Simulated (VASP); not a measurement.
# BP in VASP: further runs, part 3 of 3

VASP 6.6.1.

**5. Electric field gradients, PBE (equal xx and yy strain of -2 %)**

Input file INCAR:

```
SYSTEM = BP
PREC = Accurate
ENCUT = 520
EDIFF = 1E-8
ISMEAR = -1
SIGMA = 0.05
LREAL = .False.
LASPH = .True.
NELM = 100
ALGO = Normal
ISIF = 2
LWAVE = .False.
LCHARG = .False.
GGA = PE
LEFG = .True.
NBANDS = 11
```

Input file KPOINTS:

```
Automatic mesh
0
Gamma
  15 15 15
  0 0 0
```

Input file POSCAR:

```
BP
1.0
    0.0000000000      2.2236200000      2.2690000000
    2.2236200000      0.0000000000      2.2690000000
    2.2236200000      2.2236200000      0.0000000000
B P
1 1
Direct
    0.0000000000      0.0000000000      0.0000000000
    0.7500000000      0.7500000000      0.7500000000
```

Potentials or basis: VASP PAW PBE potentials, release 64 (B, P).

Run with:

```
cat potpaw_PBE.64/B/POTCAR potpaw_PBE.64/P/POTCAR > POTCAR
mpirun -np 1 vasp_std > vasp.out
```

OUTCAR:

```text
SYSTEM = BP
   PREC = Accurate
   ENCUT = 520
   EDIFF = 1E-8
   ISMEAR = -1
   LREAL = .False.
   LASPH = .True.
   NELM = 100
   ISIF = 2
   GGA = PE

 ion  position               nearest neighbor table
   1  0.000  0.000  0.000-   2 1.94   2 1.94   2 1.94   2 1.94
   2  0.750  0.750  0.750-   1 1.94   1 1.94   1 1.94   1 1.94

  LATTYP: Found a body centered tetragonal cell.
 ALAT       =     3.1446735616
 C/A-ratio  =     1.4430750636

  Lattice vectors:

 A1 = (  -2.2236200000,   0.0000000000,   2.2690000000)
 A2 = (   2.2236200000,   0.0000000000,   2.2690000000)
 A3 = (   0.0000000000,   2.2236200000,  -2.2690000000)

Analysis of symmetry for initial positions (statically):
=====================================================================
 Subroutine PRICEL returns:
 Original cell was already a primitive cell.

 Routine SETGRP: Setting up the symmetry group for a
 body centered tetragonal supercell.

 Subroutine GETGRP returns: Found  8 space group operations
 (whereof  8 operations were pure point group operations)
 out of a pool of 16 trial point group operations.

The static configuration has the point symmetry D_2d.

Analysis of symmetry for dynamics (positions and initial velocities):
=====================================================================
 Subroutine PRICEL returns:
 Original cell was already a primitive cell.

 Routine SETGRP: Setting up the symmetry group for a
 body centered tetragonal supercell.

 Subroutine GETGRP returns: Found  8 space group operations
 (whereof  8 operations were pure point group operations)
 out of a pool of 16 trial point group operations.

The dynamic configuration has the point symmetry D_2d.

 Subroutine INISYM returns: Found  8 space group operations
 (whereof  8 operations are pure point group operations),
 and found     1 'primitive' translations

----------------------------------------------------------------------------------------

                                     Primitive cell

  volume of cell :      22.4381

  direct lattice vectors                    reciprocal lattice vectors
     0.000000000  2.223620000  2.269000000    -0.224858564  0.224858564  0.220361393
     2.223620000  0.000000000  2.269000000     0.224858564 -0.224858564  0.220361393
     2.223620000  2.223620000  0.000000000     0.224858564  0.224858564 -0.220361393

  length of vectors
     3.176924126  3.176924126  3.144673562     0.386887440  0.386887440  0.386887440

  position of ions in fractional coordinates (direct lattice)
     0.000000000  0.000000000  0.000000000
     0.750000000  0.750000000  0.750000000

  ion indices of the primitive-cell ions
   primitive index   ion index
                 1           1
                 2           2

----------------------------------------------------------------------------------------

 KPOINTS: Automatic mesh

Automatic generation of k-mesh.
 Grid dimensions read from file:
 generate k-points for:   15   15   15

[... 73 lines left out ...]
   PSTRESS=    0.0 pullay stress
   NELECT =       8.0000    total number of electrons
   NUPDOWN=      -1.0000    fix difference up-down
   EMIN   =  10.00;   EMAX   =-10.00  energy-range for DOS
   EFERMI =   0.00;   METHOD = LEGACY
   ISMEAR =    -1;   SIGMA  =   0.05  broadening in eV -4-tet -1-fermi 0-gaus
   EFERMI_NEDOS =   21; number of points for ismear=-14 and -15
   IALGO  =     38    algorithm
   IMIX   =      4    mixing-type and parameters
     AMIX     =   0.40;   BMIX     =  1.00
     AMIX_MAG =   1.60;   BMIX_MAG =  1.00
  volume/ion in A,a.u.               =      11.22        75.71
  Fermi-wavevector in a.u.,A,eV,Ry     =   1.160850  2.193689 18.334855  1.347574
  Thomas-Fermi vector in A             =   2.297429
   LORBIT       =      0    0 simple, 1 ext, 2 COOP (PROOUT), +10 PAW based schemes
   GGA     = PE    functional components
   LHFCALC =     F    Hartree Fock is set to
   AEXX    =    0.0000 exact exchange contribution
   IVDW    =     0    specifies the selected vdW correction
   LEPSILON=     F    determine dielectric tensor
   LRPA    =     F    only Hartree local field effects (RPA)
 non-spin polarized calculation
  energy-cutoff  :      520.00
  volume of cell :       22.44
 maximum number of plane-waves:       620
   NGX = 11   NGY = 11   NGZ = 11

 number of electron       8.0000001 magnetization

 Free energy of the ion-electron system (eV)
  ---------------------------------------------------
  ext. energy  EPLUGINS =         0.00000000
  ---------------------------------------------------
  free energy    TOTEN  =       -12.89965812 eV

  energy without entropy =      -12.89965801  energy(sigma->0) =      -12.89965807

 E-fermi :   8.4844     XC(G=0): -11.0825

 val. band max:        7.9869406358   @ k =   0.0000   0.0000   0.0000
 cond. band min:       9.0156647525   @ k =   0.4000   0.0000   0.4000
 fundamental gap:      1.0287241168
 Fermi energy:         8.4844018970

 k-point     1 :       0.0000    0.0000    0.0000
  band No.  band energies     occupation
      1      -7.9078      2.00000
      2       7.7802      2.00000
      3       7.9869      1.99990
      4       7.9869      1.99990
      5      11.3465      0.00000
      6      11.3465      0.00000
      7      11.4581      0.00000
      8      15.9077      0.00000
      9      19.7085      0.00000
     10      19.8818      0.00000
     11      20.4401      0.00000
[... 309 lines left out ...]
 k-point    24 :       0.2000    0.1333    0.0000
  band No.  band energies     occupation
      1      -7.1837      2.00000
      2       5.2436      2.00000
      3       6.2338      2.00000
      4       6.4683      2.00000
      5      10.7856      0.00000
      6      13.7039      0.00000
      7      13.8542      0.00000
      8      15.1227      0.00000
      9      18.8377      0.00000
     10      20.8848      0.00000
     11      21.7840      0.00000

 [... further k-points ...]
[... 5 lines left out ...]
  --------------------------------------------------------------------------------------
  -------------------------------------------------------------------------------------
  Total        1.4028142      1.4028142      0.5972114      0.0000000      0.0000000      0.0000000
  in kB      100.1670991    100.1670991     42.6435182      0.0000000      0.0000000      0.0000000
  external PRESSURE =      80.9925721 kB  Pullay stress =       0.0000000 kB

 VOLUME and BASIS-vectors are now :
 -----------------------------------------------------------------------------
  energy-cutoff  :      520.00
  volume of cell :       22.44
      direct lattice vectors                 reciprocal lattice vectors
     0.000000000  2.223620000  2.269000000    -0.224858564  0.224858564  0.220361393
     2.223620000  0.000000000  2.269000000     0.224858564 -0.224858564  0.220361393
     2.223620000  2.223620000  0.000000000     0.224858564  0.224858564 -0.220361393

 POSITION                                       TOTAL-FORCE (eV/Angst)
 -----------------------------------------------------------------------------------
      0.00000      0.00000      0.00000         0.000000      0.000000     -0.000000
      3.33543      3.33543      3.40350        -0.000000     -0.000000      0.000000
 -----------------------------------------------------------------------------------
    total drift:                                0.000000      0.000000     -0.000000

  FREE ENERGIE OF THE ION-ELECTRON SYSTEM (eV)
  ---------------------------------------------------
  free  energy   TOTEN  =       -12.8996581240 eV

  energy  without entropy=      -12.8996580148  energy(sigma->0) =      -12.89965807

 Electric field gradients (V/A^2)
---------------------------------------------------------------------
 ion       V_xx      V_yy      V_zz      V_xy      V_xz      V_yz
---------------------------------------------------------------------
   1      -0.082    -0.082     0.165     0.000     0.000     0.000
   2      -0.468    -0.468     0.936    -0.000    -0.000    -0.000
---------------------------------------------------------------------

 Electric field gradients after diagonalization (V/A^2)
 (convention: |V_zz| > |V_xx| > |V_yy|)
----------------------------------------------------------------------
 ion       V_xx      V_yy      V_zz     asymmetry (V_yy - V_xx)/ V_zz
----------------------------------------------------------------------
   1      -0.083    -0.082     0.165       0.000
   2      -0.468    -0.468     0.936       0.001
----------------------------------------------------------------------

           NMR quadrupolar parameters

 Cq : quadrupolar parameter    Cq=e*Q*V_zz/h
 eta: asymmetry parameters     (V_yy - V_xx)/ V_zz
 Q  : nuclear electric quadrupole moment in mb (millibarn)
----------------------------------------------------------------------
 ion       Cq(MHz)       eta       Q (mb)
----------------------------------------------------------------------
   1       0.000       0.000       1.000
   2       0.002       0.001       1.000
----------------------------------------------------------------------
```

OSZICAR:

```text
N       E                     dE             d eps       ncg     rms          rms(c)
DAV:   1     0.900397834358E+01    0.90040E+01   -0.39918E+03  6360   0.657E+02
DAV:   2    -0.131138021338E+02   -0.22118E+02   -0.20985E+02  8422   0.110E+02
DAV:   3    -0.136933152847E+02   -0.57951E+00   -0.57811E+00  7979   0.156E+01
DAV:   4    -0.136954828754E+02   -0.21676E-02   -0.21674E-02  7314   0.111E+00
DAV:   5    -0.136954934406E+02   -0.10565E-04   -0.10566E-04  7857   0.775E-02    0.764E+00
DAV:   6    -0.130110484499E+02    0.68444E+00   -0.15038E+00  7224   0.543E+00    0.411E+00
DAV:   7    -0.129073745841E+02    0.10367E+00   -0.27412E-01  7966   0.261E+00    0.138E+00
DAV:   8    -0.128991392413E+02    0.82353E-02   -0.28093E-02  7463   0.972E-01    0.207E-01
DAV:   9    -0.128994564314E+02   -0.31719E-03   -0.70238E-04  7460   0.183E-01    0.136E-01
DAV:  10    -0.128996470982E+02   -0.19067E-03   -0.24074E-04  7217   0.980E-02    0.295E-02
DAV:  11    -0.128996572799E+02   -0.10182E-04   -0.11135E-05  8005   0.221E-02    0.362E-02
DAV:  12    -0.128996581930E+02   -0.91310E-06   -0.45273E-06  7191   0.105E-02    0.162E-02
DAV:  13    -0.128996580656E+02    0.12744E-06   -0.13311E-07  7794   0.233E-03    0.683E-03
DAV:  14    -0.128996581269E+02   -0.61288E-07   -0.41573E-08  7407   0.107E-03    0.289E-04
DAV:  15    -0.128996581240E+02    0.28335E-08   -0.20623E-09  3942   0.306E-04
   1 F= -.12899658E+02 E0= -.12899658E+02  d E =-.109189E-06
```

It took 54 s on 1 thread of Intel Xeon Platinum 8375C at 2.90GHz (Ice Lake), shared host; peak memory 0.18 GiB.

Results:

```yaml
Free_energy: -12.8997 eV
Pressure: 8.1 GPa
Band_gap_on_the_k_mesh: 1.03 eV, indirect (least direct gap 3.36 eV)
```

Stress tensor (GPa, compression positive):
```
10.02  0.00  0.00
 0.00 10.02  0.00
 0.00  0.00  4.26
```

Electric field gradients, principal values (V/Å²):
```tsv
atom	least	middle	greatest (by size)
1 B	-0.082	-0.083	0.165
2 P	-0.468	-0.468	0.936
```

Caveat: the cell differs from its parent crystal (equal xx and yy strain of -2 %); without QUAD_EFG the Cq values of the log hold for a quadrupole moment of 1 mb, not for the nuclei. A k mesh can miss the band edges.

**6. Overview**

```csv
level,cell,gap on the mesh (eV),pressure (GPa)
PBEsol,"a = 3.209 Å, angles 60.0°, 2 atoms",1.13,-1.9
r2SCAN,"a = 3.165 Å, angles 60.0°, 2 atoms",1.39,6.7
r2SCAN,"a = 3.209 Å, angles 60.0°, 2 atoms",1.45,-0.7
PBE,"a = 3.177, b = 3.177, c = 3.145 Å, angles 60.3, 60.3, 59.3°, 2 atoms",1.03,8.1
```

Alike in all rows: task electric field gradients; potentials or basis VASP PAW PBE potentials, release 64 (B, P); no spin polarisation; k mesh 15 × 15 × 15; cutoff (eV) 520; smearing fermi-dirac 0.05 eV.

Caveats: the PAW data sets were made with another functional, which shifts forces and pressure a little (some runs).

Total energies depend on the potentials used, so only differences within one code and one set of settings carry meaning.
